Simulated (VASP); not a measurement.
# SnO: single point with PBE+D3(BJ)

The system is SnO, a slab with vacuum.

```
Sn O
1.0
     3.82017    0.00000    0.00000
     0.00000    3.82017    0.00000
     0.00000    0.00000   22.22607
Sn O
4 4
Direct
  0.50000 0.00000 0.20246
  0.00000 0.50000 0.30878
  0.25000 0.75000 0.47840
  0.75000 0.25000 0.58472
  0.00000 0.00000 0.25562
  0.50000 0.50000 0.25562
  0.75000 0.75000 0.53156
  0.25000 0.25000 0.53156
```

This cell differs from its parent crystal: layers slid over each other.

```yaml
Program: VASP 6.6.1
Task: single point
Functional: PBE
Dispersion: D3(BJ)
Potentials_or_basis: VASP PAW PBE potentials, release 64 (Sn_d, O)
Cutoff: 520 eV
k_mesh: 7 × 7 × 1
Occupations: gaussian, width 0.05 eV
Spin: no spin polarisation
Dipole_correction: yes
Further_INCAR_settings: ALGO = Normal; EDIFF = 1e-07; NBANDS = 50
```

- Largest force: 0.093 eV/Å
- Band gap on the k mesh: 2.28 eV (least direct gap 2.47 eV)
- Dispersion energy per atom: -0.160 eV

Forces on the atoms (eV/Å):
```
Sn  -0.009 -0.009 -0.074
Sn  -0.056 -0.056  0.050
Sn   0.056  0.056 -0.050
Sn   0.009  0.009  0.074
O    0.019 -0.049  0.009
O   -0.049  0.019  0.009
O    0.049 -0.019 -0.009
O   -0.019  0.049 -0.009
```

Levels at points of the mesh, in eV from the valence-band top:
```csv
k point,band 37,band 38,band 39,band 40,band 41,band 42,band 43,band 44
"(0.00, 0.00, 0.00)",-2.07,-2.07,-0.82,-0.04,2.43,2.74,2.74,3.95
```

Run time: 5.1 min on 1 thread of Intel(R) Xeon(R) 6975P-C (Granite Rapids), with other jobs on the host, peak memory 0.44 GiB.

Caveat: the cell differs from its parent crystal (layers slid over each other); spin-orbit coupling is left out, which moves the levels of the heavy elements.
